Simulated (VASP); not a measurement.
# Be (C2/m) in VASP: single point with PBEsol

Aim: the single point of Be with PBEsol.

All numbers are computed with VASP 6.6.1; they aren't measurements. Logs are shortened: lines on timing, memory, paths and dates and some standing lists are left out, and cuts for length are marked.

## 1. The cell of the first run

Symmetry: C2/m, No. 12, monoclinic system. Conventional cell: a = 3.884 Å, b = 2.242 Å, c = 3.633 Å, α = 90.00°, β = 90.00°, γ = 90.00°. Be (site symmetry m) has 1 Be at 1.29 Å within 1.7 Å.

## 2. Single point, PBEsol

Contents of INCAR:

```
SYSTEM = Be
  PREC = Accurate
  ENCUT = 520
  EDIFF = 1E-7
  ISMEAR = -1
  SIGMA = 0.01
  LREAL = .FALSE.
  LASPH = .TRUE.
  NELM = 60
  ALGO = Normal
  ISIF = 2
  LWAVE = .FALSE.
  LCHARG = .TRUE.
  GGA = PS
  LELF = .TRUE.
  LVHAR = .TRUE.
  NBANDS = 9
```

Contents of KPOINTS:

```
Automatic mesh
0
G
  15 15 8
  0 0 0
```

Contents of POSCAR:

```
Be
1.0
    2.2424371395      0.0000000000      0.0000000000
   -1.1212185697      1.9420075292      0.0000000000
    0.0000000000      0.0000000000      3.6327481659
Be
2
Direct
    0.1933333333      0.5966666667      0.1450000000
    0.8066666667      0.4033333333      0.8550000000
```

Potentials or basis: VASP PAW PBE potentials, release 64 (Be).

Started as:

```
> cat potpaw_PBE.64/Be/POTCAR > POTCAR
> mpirun -np 1 vasp_std > vasp.out
```

OUTCAR:

```text
SYSTEM = Be
   PREC = Accurate
   ENCUT = 520
   EDIFF = 1E-7
   ISMEAR = -1
   LREAL = .FALSE.
   LASPH = .TRUE.
   NELM = 60
   ISIF = 2
   GGA = PS

 ion  position               nearest neighbor table
   1  0.193  0.597  0.145-   2 1.29   2 1.95   2 1.95
   2  0.807  0.403  0.855-   1 1.29   1 1.95   1 1.95

  LATTYP: Found a hexagonal cell.
 ALAT       =     2.2424371395
 C/A-ratio  =     1.6200000000

  Lattice vectors:

 A1 = (   2.2424371395,   0.0000000000,   0.0000000000)
 A2 = (  -1.1212185697,   1.9420075292,   0.0000000000)
 A3 = (   0.0000000000,   0.0000000000,   3.6327481659)

Analysis of symmetry for initial positions (statically):
=====================================================================
 Subroutine PRICEL returns:
 Original cell was already a primitive cell.

 Routine SETGRP: Setting up the symmetry group for a
 hexagonal supercell.

 Subroutine GETGRP returns: Found  4 space group operations
 (whereof  4 operations were pure point group operations)
 out of a pool of 24 trial point group operations.

The static configuration has the point symmetry C_2h.

Analysis of symmetry for dynamics (positions and initial velocities):
=====================================================================
 Subroutine PRICEL returns:
 Original cell was already a primitive cell.

 Routine SETGRP: Setting up the symmetry group for a
 hexagonal supercell.

 Subroutine GETGRP returns: Found  4 space group operations
 (whereof  4 operations were pure point group operations)
 out of a pool of 24 trial point group operations.

The dynamic configuration has the point symmetry C_2h.

 Subroutine INISYM returns: Found  4 space group operations
 (whereof  4 operations are pure point group operations),
 and found     1 'primitive' translations

----------------------------------------------------------------------------------------

                                     Primitive cell

  volume of cell :      15.8200

  direct lattice vectors                    reciprocal lattice vectors
     2.242437139  0.000000000  0.000000000     0.445943381  0.257465531  0.000000000
    -1.121218570  1.942007529  0.000000000     0.000000000  0.514931062  0.000000000
     0.000000000  0.000000000  3.632748166     0.000000000  0.000000000  0.275273692

  length of vectors
     2.242437139  2.242437139  3.632748166     0.514931062  0.514931062  0.275273692

  position of ions in fractional coordinates (direct lattice)
[... 84 lines left out ...]
   NFREE  =      0    steps in history (QN), initial steepest desc. (CG)
   ISIF   =      2    stress and relaxation
   ISYM   =      2    0-nonsym 1-usesym 2-fastsym
   POTIM  = 0.5000    time-step for ionic-motion
   TEBEG  =    0.0;   TEEND  =   0.0 temperature during run
   PSTRESS=    0.0 pullay stress
   NELECT =       4.0000    total number of electrons
   NUPDOWN=      -1.0000    fix difference up-down
   EMIN   =  10.00;   EMAX   =-10.00  energy-range for DOS
   EFERMI =   0.00;   METHOD = LEGACY
   ISMEAR =    -1;   SIGMA  =   0.01  broadening in eV -4-tet -1-fermi 0-gaus
   EFERMI_NEDOS =   21; number of points for ismear=-14 and -15
   IALGO  =     38    algorithm
   IMIX   =      4    mixing-type and parameters
     AMIX     =   0.40;   BMIX     =  1.00
     AMIX_MAG =   1.60;   BMIX_MAG =  1.00
  volume/ion in A,a.u.               =       7.91        53.38
  Fermi-wavevector in a.u.,A,eV,Ry     =   1.035204  1.956252 14.580651  1.071648
  Thomas-Fermi vector in A             =   2.169536
   LORBIT       =      0    0 simple, 1 ext, 2 COOP (PROOUT), +10 PAW based schemes
   GGA     = PS    functional components
   LHFCALC =     F    Hartree Fock is set to
   AEXX    =    0.0000 exact exchange contribution
   IVDW    =     0    specifies the selected vdW correction
   LEPSILON=     F    determine dielectric tensor
   LRPA    =     F    only Hartree local field effects (RPA)
 non-spin polarized calculation
  energy-cutoff  :      520.00
  volume of cell :       15.82
 maximum number of plane-waves:       444
 NGX is ok and might be reduce to    18
   NGX =  9   NGY =  9   NGZ = 13

 number of electron       4.0000000 magnetization

 Free energy of the ion-electron system (eV)
  ---------------------------------------------------
  ext. energy  EPLUGINS =         0.00000000
  ---------------------------------------------------
  free energy    TOTEN  =        -2.65186975 eV

  energy without entropy =       -2.65175402  energy(sigma->0) =       -2.65181189

 E-fermi :   6.2159     XC(G=0): -10.3491

 val. band max:        6.2098130628   @ k =   0.4667  -0.2667   0.1250
 cond. band min:       6.2302633081   @ k =   0.1333   0.1333   0.0000
 fundamental gap:      0.0204502454
 Fermi energy:         6.2158634804

 k-point     1 :       0.0000    0.0000    0.0000
  band No.  band energies     occupation
      1      -4.5838      2.00000
      2       3.7060      2.00000
      3       5.4437      2.00000
      4      20.1858      0.00000
      5      21.0709      0.00000
      6      24.7006      0.00000
      7      25.1239      0.00000
      8      30.2238      0.00000
      9      32.1785      0.00000
[... 265 lines left out ...]
 k-point    24 :       0.2667    0.0667    0.0000
  band No.  band energies     occupation
      1      -2.2915      2.00000
      2       5.5720      2.00000
      3       7.0455      0.00000
      4      12.6937      0.00000
      5      15.0442      0.00000
      6      21.8051      0.00000
      7      22.8424      0.00000
      8      26.0137      0.00000
      9      27.0573      0.00000

 [... further k-points ...]

------------------------ aborting loop because EDIFF is reached ----------------------------------------

  FORCE on cell =-STRESS in cart. coord.  units (eV):
  Direction    XX          YY          ZZ          XY          YZ          ZX
  --------------------------------------------------------------------------------------
  -------------------------------------------------------------------------------------
  Total        4.7720206      0.4985023     14.6126192      3.7009754      5.0088783      8.6756278
  in kB      483.2884459     50.4860401   1479.8993161    374.8178782    507.2763096    878.6279478
  external PRESSURE =     671.2246007 kB  Pullay stress =       0.0000000 kB

 VOLUME and BASIS-vectors are now :
 -----------------------------------------------------------------------------
  energy-cutoff  :      520.00
  volume of cell :       15.82
      direct lattice vectors                 reciprocal lattice vectors
     2.242437139  0.000000000  0.000000000     0.445943381  0.257465531  0.000000000
    -1.121218570  1.942007529  0.000000000     0.000000000  0.514931062  0.000000000
     0.000000000  0.000000000  3.632748166     0.000000000  0.000000000  0.275273692

 POSITION                                       TOTAL-FORCE (eV/Angst)
 -----------------------------------------------------------------------------------
     -0.23546      1.15873      0.52675         8.580420      4.953908     15.467837
      1.35667      0.78328      3.10600        -8.580420     -4.953908    -15.467837
 -----------------------------------------------------------------------------------
    total drift:                               -0.000000     -0.000000     -0.000000

  FREE ENERGIE OF THE ION-ELECTRON SYSTEM (eV)
  ---------------------------------------------------
  free  energy   TOTEN  =        -2.6518697505 eV

  energy  without entropy=       -2.6517540212  energy(sigma->0) =       -2.65181189
```

stdout:

```text
POSCAR found type information on POSCAR Be
 POSCAR found :  1 types and       2 ions
 scaLAPACK will be used
 -----------------------------------------------------------------------------
|                                                                             |
|                                                                             |
|     You enforced a specific xc type in the INCAR file but a different       |
|     I HOPE YOU KNOW WHAT YOU ARE DOING!                                     |
|                                                                             |
 -----------------------------------------------------------------------------

 LDA part: xc-table for (Slater+PW92), standard interpolation
 POSCAR, INCAR and KPOINTS ok, starting setup
 FFT: planning ... GRIDC
 FFT: planning ... GRID_SOFT
 FFT: planning ... GRID
 WAVECAR not read
 entering main loop
```

It took 50 s on 1 thread of Intel Xeon Platinum 8375C at 2.90GHz (Ice Lake), shared host; peak memory 0.17 GiB.

What came out:

```yaml
Free_energy: -2.6519 eV
Pressure: 67.1 GPa
Largest_force: 18.369 eV/Å
Band_gap_on_the_k_mesh: zero (band 2 reaches 7.34 eV, above the bottom of band 3 at 5.44 eV)
```

Forces in eV/Å, atoms in the order of the input:
```
Be    8.580   4.954  15.468
Be   -8.580  -4.954 -15.468
```

Caveat: the PAW data sets were made with another functional, which shifts forces and pressure a little.
